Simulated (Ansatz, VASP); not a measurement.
**Te2Mo: VASP beside Ansatz**

The input POSCAR:

```
Te2Mo
1.0
    3.7215127043      0.0000000000      0.0000000000
   -1.8607563522      3.2229245424      0.0000000000
    0.0000000000      0.0000000000     17.5238001931
Te Mo
2 1
Direct
    0.3333333333      0.6666666667      0.8979077081
    0.3333333333      0.6666666667      0.1020922919
    0.0000000000      0.0000000000      0.0000000000
```

File INCAR.step1:

```
PREC = Accurate
ENCUT = 520
ISMEAR = 0
SIGMA = 0.05
LREAL = False
LASPH = True
NELM = 100
NBANDS = 20
GGA = PE
ALGO = Normal
EDIFF = 1E-4
LWAVE = True
LCHARG = False
```

The input INCAR.step2:

```
PREC = Accurate
ENCUT = 520
EDIFF = 1E-6
ISMEAR = 0
SIGMA = 0.05
LREAL = False
LASPH = True
NELM = 100
ALGO = Normal
ISIF = 2
LWAVE = False
LCHARG = False
METAGGA = R2SCAN
LMIXTAU = True
NBANDS = 20
ISTART = 1
```

KPOINTS

```
regular mesh
0
Gamma
  12 12 2
```

Input for Ansatz:

```yaml
crystal:
  lattice:
    - [3.7215127043, 0.0, 0.0]
    - [-1.8607563522, 3.2229245424, 0.0]
    - [0.0, 0.0, 17.5238001931]
  atoms:
    - { symbol: Te, position: [0.3333333333, 0.6666666667, 0.8979077081] }
    - { symbol: Te, position: [0.3333333333, 0.6666666667, 0.1020922919] }
    - { symbol: Mo, position: [0.0, 0.0, 0.0] }
basis:
  ecutwfc: 500
kpoints:
  mp_grid: { grid: [12, 12, 2] }
hamiltonian:
  xc: r2scan
scf:
  occupations: { method: gaussian, width: 0.05 }
output:
  forces: true
  stress: true
  eigenvalues: true
```

Change from the starting cell: strain +0.0450 x Voigt [1, 1, 0, 0, 0, 0], atoms carried along.

Alike in both runs: task single point; functional r2SCAN; k mesh 12 × 12 × 2; occupations gaussian, width 0.05 eV; no spin polarisation.

|  | VASP | Ansatz |
| --- | --- | --- |
| version | VASP 6.6.1 | Ansatz 0.2.0 |
| potentials or method | VASP PAW PBE potentials, release 64 (Te, Mo_sv), cutoff 520 eV | scalar-relativistic, plane waves, PAW |
| valence electrons in the cell | 26 | 46 |

VASP gave:

- gap on the k mesh at the Fermi level (eV): 0.86
- least direct gap on the mesh (eV): 0.86
- rms of the force components (eV/Å): 0.313

Q: Which values does Ansatz return?

A: gap on the k mesh at the Fermi level (eV): 0.86; least direct gap on the mesh (eV): 0.86; rms of the force components (eV/Å): 0.324.

VASP's potentials were made for PBE, not for r2SCAN. Atom by atom the forces differ by 0.011 eV/Å (rms over components). With one functional, cell and mesh, what is left measures potentials, basis and numerics. VASP's potentials hold 26 valence electrons a cell and Ansatz's 46, so a difference there can come from the potentials and not from the codes.

Neither program's run includes spin-orbit coupling.
